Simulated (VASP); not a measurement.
# SrRe: single point with PBEsol

The system is SrRe.

```
Sr Re
1.0
     3.63803    0.00000    0.00000
     0.00000    3.63803    0.00000
     0.00000    0.00000    3.63803
Sr Re
1 1
Direct
  0.00000 0.00000 0.00000
  0.50000 0.50000 0.50000
```

```json
{"Program": "VASP 6.6.1", "Task": "single point", "Functional": "PBEsol", "Potentials or basis": "VASP PAW PBE potentials, release 64 (Sr_sv, Re)", "Cutoff": "520 eV", "k mesh": "10 × 10 × 10", "Occupations": "gaussian, width 0.05 eV", "Spin": "no spin polarisation"}
```

- Pressure: -3.7 GPa

Levels at points of the mesh, in eV from the Fermi level:
```csv
k point,band 5,band 6,band 7,band 8,band 9,band 10,band 11,band 12
"(0.00, 0.00, 0.00)",-5.20,-2.24,-2.24,0.31,0.31,0.31,4.90,4.90
"(0.50, 0.00, 0.00)",-2.37,-1.38,-1.00,0.07,0.07,0.65,1.66,2.74
"(0.50, 0.50, 0.00)",-3.08,-2.03,-0.77,-0.77,1.44,1.59,2.57,2.57
"(0.50, 0.50, 0.50)",-0.60,-0.60,-0.60,0.55,0.55,0.55,1.51,1.51
```

Run time: 16 s on 1 thread of Intel(R) Xeon(R) 6975P-C (Granite Rapids) (shared host), peak memory 0.19 GiB.

Caveat: the PAW data sets were made with another functional, which shifts forces and pressure a little; spin-orbit coupling is left out, which moves the levels of the heavy elements.
